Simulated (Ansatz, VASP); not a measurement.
# One calculation of BP, two programs

```
CELL_PARAMETERS angstrom
0.00000 2.24538 2.24538
2.24538 0.00000 2.24538
2.24538 2.24538 0.00000
ATOMIC_POSITIONS crystal
B 0.00000 0.00000 0.00000
P 0.75000 0.75000 0.75000
```

Alike in both runs: functional LDA; k mesh 18 × 18 × 18; occupations fermi-dirac, width 0.1 eV; no spin polarisation.

Ansatz relaxed the structure, and its values are those at the end. VASP's run is a single point on that final structure, the one shown.

|  | VASP | Ansatz |
| --- | --- | --- |
| version | VASP 6.6.1 | Ansatz 0.2.0 |
| potentials or method | VASP PAW LDA potentials, release 64 (B, P) | PAW with Ansatz's default frozen-core files, scalar-relativistic |
| plane-wave cutoff (eV) | 520 | 420 |
| valence electrons in the cell | 8 | 8 |

VASP gave:

* pressure (GPa): -0.2

Estimate Ansatz's values.

pressure (GPa): 0.0.

LDA's correlation is that of Perdew and Zunger in VASP and of Perdew and Wang (1992) in Ansatz.
